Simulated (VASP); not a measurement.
A run of VASP 6.6.1 is set up as follows.

The input POSCAR:

```
HfIn4SiO6
1.0
    3.2302300000     -5.5776800000     -0.0247000000
    3.2302300000      5.5776800000     -0.0247000000
   -1.4906800000      0.0000000000      6.3203000000
Hf In Si O
1 4 1 6
Direct
    0.1017800000      0.1017800000      0.0091200000
    0.7922200000      0.4820400000      0.0081800000
    0.4820400000      0.7922200000      0.0081800000
    0.5447200000      0.2198300000      0.4839800000
    0.2198300000      0.5447200000      0.4839800000
    0.8543300000      0.8543300000      0.4452300000
    0.8350000000      0.5882200000      0.3810400000
    0.5882200000      0.8350000000      0.3810400000
    0.0289900000      0.0289900000      0.2950000000
    0.9792000000      0.9792000000      0.6955500000
    0.4285200000      0.1451400000      0.0743500000
    0.1451400000      0.4285200000      0.0743500000
```

File INCAR.step1:

```
PREC = Accurate
ENCUT = 520
EDIFF = 1E-5
ISMEAR = -1
SIGMA = 0.05
LREAL = F
LASPH = T
NELM = 100
ALGO = Normal
ISIF = 2
LWAVE = T
LCHARG = F
GGA = PE
NBANDS = 63
KPAR = 2
```

File INCAR.step2:

```
PREC = Accurate
ENCUT = 520
EDIFF = 1E-6
ISMEAR = -1
SIGMA = 0.05
LREAL = F
LASPH = T
NELM = 100
ALGO = Normal
ISIF = 2
LWAVE = F
LCHARG = F
METAGGA = R2SCAN
LHFCALC = T
AEXX = 0.1
LMIXTAU = T
PRECFOCK = Fast
ISTART = 1
NBANDS = 63
KPAR = 2
```

KPOINTS

```
regular mesh
0
Gamma
  2 2 2
```

Potentials or basis: VASP PAW PBE potentials, release 64 (Hf_pv, In_d, Si, O).

Command:

```bash
$ cat potpaw_PBE.64/Hf_pv/POTCAR potpaw_PBE.64/In_d/POTCAR potpaw_PBE.64/Si/POTCAR potpaw_PBE.64/O/POTCAR > POTCAR
$ cp INCAR.step1 INCAR
$ mpirun -np 2 vasp_std > vasp.out
$ cp INCAR.step2 INCAR
$ mpirun -np 2 vasp_std > vasp.out
```

What does it give for the pressure?

-4.3 GPa.

What does it give for the band gap on the k mesh?

1.67 eV (least direct gap 1.99 eV).

What does it give for the largest force?

0.344 eV/Å.

Forces on the atoms (eV/Å):
```
Hf   0.096  0.000  0.160
In  -0.100 -0.068  0.251
In  -0.100  0.068  0.251
In   0.120 -0.022 -0.185
In   0.120  0.022 -0.185
Si   0.153  0.000  0.033
O    0.110  0.322 -0.054
O    0.110 -0.322 -0.054
O   -0.184  0.000 -0.096
O   -0.035  0.000 -0.120
O   -0.145  0.212 -0.001
O   -0.145 -0.212 -0.001
```

Caveat: the k points lie up to 0.57 Å⁻¹ apart; the PAW data sets were made with another functional, which shifts forces and pressure a little; spin-orbit coupling is left out, which moves the levels of the heavy elements. A k mesh can miss the band edges.
